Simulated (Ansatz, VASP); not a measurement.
## Two plane-wave programs on Mg2BeS3

```xyz
6
Lattice="3.3244 1.9193 3.0376 -3.3244 1.9193 3.0376 0.0000 -3.8387 3.0376" Properties=species:S:1:pos:R:3 pbc="T T T"
Mg    0.0000    0.0000    6.1755
Mg    0.0000    0.0000    2.9373
Be    0.0000    0.0000    0.0000
S    -1.6622    0.9597    1.5188
S     1.6622    0.9597    1.5188
S     0.0000   -1.9193    1.5188
```

Change from the starting cell: species swapped into the Dy2Al3Co type (R-3m, No. 166).

Alike in both runs: functional PBE; k mesh 12 × 12 × 12; occupations gaussian, width 0.1 eV; no spin polarisation.

Ansatz relaxed the structure, and its values are those at the end. VASP's run is a single point on that final structure, the one shown.

|  | VASP | Ansatz |
| --- | --- | --- |
| version | VASP 6.6.1 | Ansatz 0.2.0 |
| potentials or method | VASP PAW PBE potentials, release 64 (Mg, Be, S), cutoff 600 eV | scalar-relativistic, plane waves, PAW |
| valence electrons in the cell | 24 | 40 |

|  | VASP | Ansatz | Ansatz less VASP |
| --- | --- | --- | --- |
| gap on the k mesh at the Fermi level (eV) | none | none | - |
| pressure (GPa) | -0.1 | 0.0 | +0.11 |

A gap of «none» marks a metal or a gap that the smearing closes. VASP's potentials hold 24 valence electrons a cell and Ansatz's 40, so a difference there can come from the potentials and not from the codes.
